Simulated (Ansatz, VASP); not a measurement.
## Two plane-wave programs on MnS

```
CELL_PARAMETERS angstrom
0.00000 2.47346 2.47346
2.47346 0.00000 2.47346
2.47346 2.47346 0.00000
ATOMIC_POSITIONS crystal
Mn 0.00000 0.00000 0.00000
S 0.75000 0.75000 0.75000
```

Alike in both runs: task relaxation of cell and atoms; functional PBEsol; k mesh 9 × 9 × 9; occupations fermi-dirac, width 0.05 eV; collinear spin; Hubbard terms Mn d U = 6.0 eV.

|  | VASP | Ansatz |
| --- | --- | --- |
| version | VASP 6.6.1 | Ansatz 0.2.0 |
| potentials or method | VASP PAW PBE potentials, release 64 (Mn_pv, S) | Ansatz PAW |
| plane-wave cutoff (eV) | 600 | 420 |
| valence electrons in the cell | 19 | 21 |

|  | VASP | Ansatz | Ansatz less VASP |
| --- | --- | --- | --- |
| gap on the k mesh at the Fermi level, each at its own relaxed structure (eV) | 1.35 | 1.21 | -0.134 |
| net moment per atom (μB) | 2.50 | 2.50 | 0.000 |
| size of the moment on the site where the two differ most (μB) | 4.66 | 4.45 | -0.210 |
| relaxed volume (Å³/atom) | 23.17 | 23.24 | +0.064 |
| relaxed length of the cell vector where the two differ most in proportion (Å) | 4.032 | 4.036 | +0.0037 |

VASP's potentials were made for PBE, not for PBEsol. Site moments also hang on the region over which each program counts them. The programs project onto different local orbitals, so the same U acts differently, and such runs can settle in different states. VASP's potentials hold 19 valence electrons a cell and Ansatz's 21, so a difference there can come from the potentials and not from the codes.

Noted on VASP's run: the volume moved by over 15 % at a fixed basis, so the end points are rough. Noted on Ansatz's run: the magnetic or orbital state may not be the lowest; the volume moved by over 15 % at a fixed basis, so the end points are rough; odd divisions of the mesh miss points on the zone boundary, where band edges often lie, so the gap on the mesh can be too wide; the plane-wave basis is chosen anew once the cell has moved, so the energies of steps on either side of that aren't comparable.
